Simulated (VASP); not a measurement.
# NaTiO3 (Pm-3m) in VASP: notebook

Runs on NaTiO3. Level: LDA. Tasks: single point.

All numbers are computed with VASP 6.6.1; they aren't measurements. Logs are shortened: lines on timing, memory, paths and dates and some standing lists are left out, and cuts for length are marked.

### 1 The cell of the first run

The structure is cubic, space group Pm-3m (No. 221). Conventional cell: a = 3.740 Å, b = 3.740 Å, c = 3.740 Å, α = 90.00°, β = 90.00°, γ = 90.00°. Within 3.5 Å of Na (site symmetry m-3m) lie 12 O at 2.64 Å and 8 Ti at 3.24 Å. Ti (site symmetry m-3m) has 6 O at 1.87 Å within 2.5 Å. Within 2.5 Å of O (site symmetry 4/mmm) lie 2 Ti at 1.87 Å.

### 2 Single point, LDA

INCAR

```
  ALGO = Normal
  EDIFF = 1E-6
  ENCUT = 520
  ISIF = 2
  ISMEAR = 1
  LASPH = T
  LCHARG = T
  LELF = T
  LREAL = F
  LVHAR = T
  LWAVE = F
  NBANDS = 26
  NELM = 100
  PREC = Accurate
  SIGMA = 0.1
```

KPOINTS

```
k-points
0
Gamma
  6 6 6
```

POSCAR

```
NaTiO3
1.0
    3.7395431650      0.0000000000      0.0000000000
    0.0000000000      3.7395431650      0.0000000000
    0.0000000000      0.0000000000      3.7395431650
Na Ti O
1 1 3
Direct
    0.0000000000      0.0000000000      0.0000000000
    0.5000000000      0.5000000000      0.5000000000
    0.5000000000      0.5000000000      0.0000000000
    0.5000000000      0.0000000000      0.5000000000
    0.0000000000      0.5000000000      0.5000000000
```

Potentials or basis: VASP PAW LDA potentials, release 64 (Na_pv, Ti_sv, O).

On the command line:

```
> cat potpaw_LDA.64/Na_pv/POTCAR potpaw_LDA.64/Ti_sv/POTCAR potpaw_LDA.64/O/POTCAR > POTCAR
> mpirun -np 1 vasp_std > vasp.out
```

OUTCAR:

```text
EDIFF = 1E-6
   ENCUT = 520
   ISIF = 2
   ISMEAR = 1
   LASPH = T
   LREAL = F
   NELM = 100
   PREC = Accurate

 ion  position               nearest neighbor table
   1  0.000  0.000  0.000-
   2  0.500  0.500  0.500-   3 1.87   4 1.87   5 1.87   3 1.87   4 1.87   5 1.87
   3  0.500  0.500  0.000-   2 1.87   2 1.87
   4  0.500  0.000  0.500-   2 1.87   2 1.87
   5  0.000  0.500  0.500-   2 1.87   2 1.87

  LATTYP: Found a simple cubic cell.
 ALAT       =     3.7395431650

  Lattice vectors:

 A1 = (   3.7395431650,   0.0000000000,   0.0000000000)
 A2 = (   0.0000000000,   3.7395431650,   0.0000000000)
 A3 = (   0.0000000000,   0.0000000000,   3.7395431650)

Analysis of symmetry for initial positions (statically):
=====================================================================
 Subroutine PRICEL returns:
 Original cell was already a primitive cell.

 Routine SETGRP: Setting up the symmetry group for a
 simple cubic supercell.

 Subroutine GETGRP returns: Found 48 space group operations
 (whereof 48 operations were pure point group operations)
 out of a pool of 48 trial point group operations.

The static configuration has the point symmetry O_h .

Analysis of symmetry for dynamics (positions and initial velocities):
=====================================================================
 Subroutine PRICEL returns:
 Original cell was already a primitive cell.

 Routine SETGRP: Setting up the symmetry group for a
 simple cubic supercell.

 Subroutine GETGRP returns: Found 48 space group operations
 (whereof 48 operations were pure point group operations)
 out of a pool of 48 trial point group operations.

The dynamic configuration has the point symmetry O_h .

 Subroutine INISYM returns: Found 48 space group operations
 (whereof 48 operations are pure point group operations),
 and found     1 'primitive' translations

----------------------------------------------------------------------------------------

                                     Primitive cell

  volume of cell :      52.2945

  direct lattice vectors                    reciprocal lattice vectors
     3.739543165  0.000000000  0.000000000     0.267412343  0.000000000  0.000000000
     0.000000000  3.739543165  0.000000000     0.000000000  0.267412343  0.000000000
     0.000000000  0.000000000  3.739543165     0.000000000  0.000000000  0.267412343

  length of vectors
     3.739543165  3.739543165  3.739543165     0.267412343  0.267412343  0.267412343

  position of ions in fractional coordinates (direct lattice)
     0.000000000  0.000000000  0.000000000
     0.500000000  0.500000000  0.500000000
     0.500000000  0.500000000  0.000000000
     0.500000000  0.000000000  0.500000000
     0.000000000  0.500000000  0.500000000

  ion indices of the primitive-cell ions
   primitive index   ion index
                 1           1
                 2           2
                 3           3
                 4           4
                 5           5

----------------------------------------------------------------------------------------

 KPOINTS: k-points

Automatic generation of k-mesh.
 Grid dimensions read from file:
 generate k-points for:    6    6    6

 Generating k-lattice:

  Cartesian coordinates                     Fractional coordinates (reciprocal lattice)
     0.044568724  0.000000000  0.000000000     0.166666667  0.000000000  0.000000000
     0.000000000  0.044568724  0.000000000     0.000000000  0.166666667  0.000000000
     0.000000000  0.000000000  0.044568724     0.000000000  0.000000000  0.166666667

  Length of vectors
     0.044568724  0.044568724  0.044568724

  Shift w.r.t. Gamma in fractional coordinates (k-lattice)
     0.000000000  0.000000000  0.000000000

 Subroutine IBZKPT returns following result:
 ===========================================

 Found     20 irreducible k-points:

 Following reciprocal coordinates:
            Coordinates               Weight
  0.000000  0.000000  0.000000      1.000000
  0.166667  0.000000  0.000000      6.000000
  0.333333  0.000000  0.000000      6.000000
  0.500000  0.000000  0.000000      3.000000
  0.166667  0.166667  0.000000     12.000000
  0.333333  0.166667  0.000000     24.000000
[... 12 lines left out ...]
  0.500000  0.500000  0.333333      6.000000
  0.500000  0.500000  0.500000      1.000000
   k-points           NKPTS =     20   k-points in BZ     NKDIM =     20   number of bands    NBANDS=     26
   number of dos      NEDOS =    301   number of ions     NIONS =      5
   total plane-waves  NPLWV =  21952
   dimension x,y,z NGX =    28 NGY =   28 NGZ =   28
   dimension x,y,z NGXF=    56 NGYF=   56 NGZF=   56
   ions per type =               1   1   3
   NGX,Y,Z   is equivalent  to a cutoff of  12.45, 12.45, 12.45 a.u.
   NGXF,Y,Z  is equivalent  to a cutoff of  24.90, 24.90, 24.90 a.u.
 SYSTEM =  unknown system
   PREC   = accura    normal or accurate (medium, high low for compatibility)
   ISTART =      0    job   : 0-new  1-cont  2-samecut
   ICHARG =      2    charge: 1-file 2-atom 10-const
   ISPIN  =      1    spin polarized calculation?
   LNONCOLLINEAR =      F non collinear calculations
   LSORBIT =      F    spin-orbit coupling
   LASPH  =      T    aspherical Exc in radial PAW
   ENCUT  =  520.0 eV  38.22 Ry    6.18 a.u.   6.95  6.95  6.95*2*pi/ulx,y,z
   NELM   =    100;   NELMIN=  2; NELMDL= -5     # of ELM steps
   EDIFF  = 0.1E-05   stopping-criterion for ELM
   LREAL  =      F    real-space projection
   EDIFFG = 0.1E-04   stopping-criterion for IOM
   NSW    =      0    number of steps for IOM
   IBRION =     -1    ionic relax: 0-MD 1-quasi-New 2-CG
   NFREE  =      0    steps in history (QN), initial steepest desc. (CG)
   ISIF   =      2    stress and relaxation
   ISYM   =      2    0-nonsym 1-usesym 2-fastsym
   POTIM  = 0.5000    time-step for ionic-motion
   TEBEG  =    0.0;   TEEND  =   0.0 temperature during run
   PSTRESS=    0.0 pullay stress
   NELECT =      37.0000    total number of electrons
   NUPDOWN=      -1.0000    fix difference up-down
   EMIN   =  10.00;   EMAX   =-10.00  energy-range for DOS
   EFERMI =   0.00;   METHOD = LEGACY
   ISMEAR =     1;   SIGMA  =   0.10  broadening in eV -4-tet -1-fermi 0-gaus
   EFERMI_NEDOS =   21; number of points for ismear=-14 and -15
   IALGO  =     38    algorithm
   IMIX   =      4    mixing-type and parameters
     AMIX     =   0.40;   BMIX     =  1.00
     AMIX_MAG =   1.60;   BMIX_MAG =  1.00
  volume/ion in A,a.u.               =      10.46        70.58
  Fermi-wavevector in a.u.,A,eV,Ry     =   1.458781  2.756697 28.953781  2.128043
  Thomas-Fermi vector in A             =   2.575425
   LORBIT       =      0    0 simple, 1 ext, 2 COOP (PROOUT), +10 PAW based schemes
   GGA     = CA    functional components
   LHFCALC =     F    Hartree Fock is set to
   AEXX    =    0.0000 exact exchange contribution
   IVDW    =     0    specifies the selected vdW correction
   LEPSILON=     F    determine dielectric tensor
   LRPA    =     F    only Hartree local field effects (RPA)
 non-spin polarized calculation
 Methfessel and Paxton  Order N= 1 SIGMA  =   0.10
  energy-cutoff  :      520.00
  volume of cell :       52.29
 maximum number of plane-waves:      1434
 NGX is ok and might be reduce to    28
   NGX = 13   NGY = 13   NGZ = 13

 number of electron      36.9999959 magnetization

 Free energy of the ion-electron system (eV)
  ---------------------------------------------------
  ext. energy  EPLUGINS =         0.00000000
  ---------------------------------------------------
  free energy    TOTEN  =       -38.50887120 eV

  energy without entropy =      -38.50778846  energy(sigma->0) =      -38.50851029

 E-fermi :   2.8062     XC(G=0): -11.5163

 val. band max:        2.7866907006   @ k =   0.3333   0.3333   0.1667
 cond. band min:       2.8406010131   @ k =   0.5000   0.3333   0.3333
 fundamental gap:      0.0539103125
 Fermi energy:         2.8062158406

 k-point     1 :       0.0000    0.0000    0.0000
  band No.  band energies     occupation
      1     -52.0198      2.00000
      2     -28.7590      2.00000
      3     -28.7590      2.00000
      4     -28.7590      2.00000
      5     -18.3068      2.00000
      6     -18.3068      2.00000
[... 18 lines left out ...]
     25       8.8707      0.00000
     26      14.7672      0.00000

 k-point     2 :       0.1667    0.0000    0.0000
  band No.  band energies     occupation
      1     -52.0190      2.00000
      2     -28.7929      2.00000
      3     -28.7576      2.00000
      4     -28.7576      2.00000
      5     -18.3220      2.00000
      6     -18.3061      2.00000
[... 18 lines left out ...]
     25       9.5560      0.00000
     26      14.5295      0.00000

 k-point     3 :       0.3333    0.0000    0.0000
  band No.  band energies     occupation
      1     -52.0174      2.00000
      2     -28.8595      2.00000
      3     -28.7549      2.00000
      4     -28.7549      2.00000
      5     -18.3518      2.00000
      6     -18.3047      2.00000
[... 18 lines left out ...]
     25      10.9769      0.00000
     26      13.6680      0.00000

 k-point     4 :       0.5000    0.0000    0.0000
  band No.  band energies     occupation
      1     -52.0165      2.00000
      2     -28.8923      2.00000
      3     -28.7534      2.00000
      4     -28.7534      2.00000
      5     -18.3663      2.00000
      6     -18.3040      2.00000
[... 18 lines left out ...]
     25      12.0687      0.00000
     26      12.5590      0.00000

 k-point     5 :       0.1667    0.1667    0.0000
  band No.  band energies     occupation
      1     -52.0182      2.00000
      2     -28.7918      2.00000
      3     -28.7911      2.00000
      4     -28.7563      2.00000
      5     -18.3240      2.00000
      6     -18.3153      2.00000
[... 18 lines left out ...]
     25       9.9236      0.00000
     26      14.7114      0.00000

 k-point     6 :       0.3333    0.1667    0.0000
  band No.  band energies     occupation
      1     -52.0165      2.00000
      2     -28.8580      2.00000
      3     -28.7886      2.00000
      4     -28.7535      2.00000
      5     -18.3467      2.00000
      6     -18.3145      2.00000
[... 311 lines left out ...]
 k-point    17 :       0.3333    0.3333    0.3333
  band No.  band energies     occupation
      1     -52.0124      2.00000
      2     -28.8510      2.00000
      3     -28.8498      2.00000
      4     -28.8498      2.00000
      5     -18.3305      2.00000
      6     -18.3245      2.00000
[... 18 lines left out ...]
     25      12.1053      0.00000
     26      14.4405      0.00000

 k-point    18 :       0.5000    0.3333    0.3333
  band No.  band energies     occupation
      1     -52.0116      2.00000
      2     -28.8826      2.00000
      3     -28.8491      2.00000
      4     -28.8481      2.00000
      5     -18.3346      2.00000
      6     -18.3250      2.00000
[... 18 lines left out ...]
     25      12.6854      0.00000
     26      14.8005      0.00000

 k-point    19 :       0.5000    0.5000    0.3333
  band No.  band energies     occupation
      1     -52.0108      2.00000
      2     -28.8810      2.00000
      3     -28.8810      2.00000
      4     -28.8469      2.00000
      5     -18.3311      2.00000
      6     -18.3311      2.00000
[... 18 lines left out ...]
     25      13.0727      0.00000
     26      15.3355      0.00000

 k-point    20 :       0.5000    0.5000    0.5000
  band No.  band energies     occupation
      1     -52.0099      2.00000
      2     -28.8792      2.00000
      3     -28.8792      2.00000
      4     -28.8792      2.00000
      5     -18.3284      2.00000
      6     -18.3284      2.00000
[... 18 lines left out ...]
     25      13.0731      0.00000
     26      16.3504      0.00000

------------------------ aborting loop because EDIFF is reached ----------------------------------------

  FORCE on cell =-STRESS in cart. coord.  units (eV):
  Direction    XX          YY          ZZ          XY          YZ          ZX
  --------------------------------------------------------------------------------------
  -------------------------------------------------------------------------------------
  Total        3.9004712      3.9004712      3.9004712     -0.0000000      0.0000000     -0.0000000
  in kB      119.5011290    119.5011290    119.5011290     -0.0000000      0.0000000     -0.0000000
  external PRESSURE =     119.5011290 kB  Pullay stress =       0.0000000 kB

 VOLUME and BASIS-vectors are now :
 -----------------------------------------------------------------------------
  energy-cutoff  :      520.00
  volume of cell :       52.29
      direct lattice vectors                 reciprocal lattice vectors
     3.739543165  0.000000000  0.000000000     0.267412343  0.000000000  0.000000000
     0.000000000  3.739543165  0.000000000     0.000000000  0.267412343  0.000000000
     0.000000000  0.000000000  3.739543165     0.000000000  0.000000000  0.267412343

 POSITION                                       TOTAL-FORCE (eV/Angst)
 -----------------------------------------------------------------------------------
      0.00000      0.00000      0.00000         0.000000      0.000000      0.000000
      1.86977      1.86977      1.86977         0.000000      0.000000      0.000000
      1.86977      1.86977      0.00000         0.000000      0.000000      0.000000
      1.86977      0.00000      1.86977         0.000000      0.000000      0.000000
      0.00000      1.86977      1.86977         0.000000      0.000000      0.000000
 -----------------------------------------------------------------------------------
    total drift:                                0.000000      0.000000      0.000000

  FREE ENERGIE OF THE ION-ELECTRON SYSTEM (eV)
  ---------------------------------------------------
  free  energy   TOTEN  =       -38.5088712032 eV

  energy  without entropy=      -38.5077884560  energy(sigma->0) =      -38.50851029
```

Wall time 15 s (1 thread of Intel Xeon Platinum 8488C (Sapphire Rapids), shared host); peak memory 0.15 GiB.

Results:

```yaml
Free_energy: -38.5089 eV
Pressure: 12.0 GPa
```

Levels at points of the mesh, in eV from the Fermi level:
| k point | band 17 | band 18 | band 19 | band 20 | band 21 | band 22 |
| --- | --- | --- | --- | --- | --- | --- |
| (0.00, 0.00, 0.00) | -0.09 | -0.09 | -0.09 | 2.74 | 2.74 | 2.74 |
| (0.50, 0.00, 0.00) | -1.32 | -0.28 | -0.28 | 2.81 | 4.87 | 4.87 |
| (0.50, 0.50, 0.00) | -1.77 | -1.23 | 0.40 | 4.88 | 4.88 | 5.61 |
| (0.50, 0.50, 0.50) | 0.42 | 0.42 | 0.42 | 5.65 | 5.65 | 5.65 |

Caveat: an odd number of electrons without spin polarisation forces a metal; a magnetic or distorted state may lie lower; semilocal functionals often make such compounds metallic where correlation or magnetic order opens a gap, which also shifts bond lengths.

### 3 Single point, LDA

This run uses another cell than the first one, of 10.93 Å³/atom, 1.045 times its volume.

INCAR

```
SYSTEM = NaTiO3
  PREC = Accurate
  ENCUT = 520
  EDIFF = 1E-6
  ISMEAR = 1
  SIGMA = 0.1
  LREAL = .False.
  LASPH = .True.
  NELM = 80
  ALGO = Normal
  ISIF = 2
  LWAVE = .False.
  LCHARG = .False.
  GGA = CA
  NBANDS = 26
```

KPOINTS

```
regular mesh
0
Gamma
  6 6 6
  0 0 0
```

Changes to POSCAR since step 2:

```diff
@@ -2,5 +2,5 @@
 1.0
-    3.7395431650      0.0000000000      0.0000000000
-    0.0000000000      3.7395431650      0.0000000000
-    0.0000000000      0.0000000000      3.7395431650
+    3.7953654720      0.0000000000      0.0000000000
+    0.0000000000      3.7953654720      0.0000000000
+    0.0000000000      0.0000000000      3.7953654720
 Na Ti O
```

Potentials or basis: VASP PAW LDA potentials, release 64 (Na_pv, Ti_sv, O).

On the command line:

```
> cat potpaw_LDA.64/Na_pv/POTCAR potpaw_LDA.64/Ti_sv/POTCAR potpaw_LDA.64/O/POTCAR > POTCAR
> mpirun -np 1 vasp_std > vasp.out
```

Run time: 13 s. Hardware: 1 thread of Intel Xeon Platinum 8488C (Sapphire Rapids), shared host; peak memory 0.15 GiB.

It converged, with:

```yaml
Free_energy: -38.6199 eV
Pressure: 2.9 GPa
```

Levels at points of the mesh, in eV from the Fermi level:
```csv
k point,band 17,band 18,band 19,band 20,band 21,band 22
"(0.00, 0.00, 0.00)",-0.14,-0.14,-0.14,2.62,2.62,2.62
"(0.50, 0.00, 0.00)",-1.23,-0.31,-0.31,2.69,4.60,4.60
"(0.50, 0.50, 0.00)",-1.68,-1.32,0.37,4.61,4.61,5.30
"(0.50, 0.50, 0.50)",0.39,0.39,0.39,5.33,5.33,5.33
```

Caveat: an odd number of electrons without spin polarisation forces a metal; a magnetic or distorted state may lie lower; semilocal functionals often make such compounds metallic where correlation or magnetic order opens a gap, which also shifts bond lengths.

(Continued in part 2 of 2.)
